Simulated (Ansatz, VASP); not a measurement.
## One calculation of Hg3Pt, two programs

```xyz
4
Lattice="4.2555 0.0000 0.0000 0.0000 4.2555 0.0000 0.0000 0.0000 4.2555" Properties=species:S:1:pos:R:3 pbc="T T T"
Hg    2.1278    2.1278    0.0000
Hg    2.1278    0.0000    2.1278
Hg    0.0000    2.1278    2.1278
Pt    0.0000    0.0000    0.0000
```

Alike in both runs: task single point; functional PBE; k mesh 6 × 6 × 6; occupations fermi-dirac, width 0.05 eV; no spin polarisation.

|  | VASP | Ansatz |
| --- | --- | --- |
| version | VASP 6.6.1 | Ansatz 0.2.0 |
| potentials or method | VASP PAW PBE potentials, release 64 (Hg_sv_GW, Pt_sv_GW) | Ansatz PAW |
| plane-wave cutoff (eV) | 570 | 420 |
| valence electrons in the cell | 78 | 78 |

|  | VASP | Ansatz | Ansatz less VASP |
| --- | --- | --- | --- |
| gap on the k mesh at the Fermi level (eV) | none | none | - |
| pressure (GPa) | 4.3 | 4.6 | +0.37 |

A gap of «none» marks a metal or a gap that the smearing closes.

Neither program's run includes spin-orbit coupling.
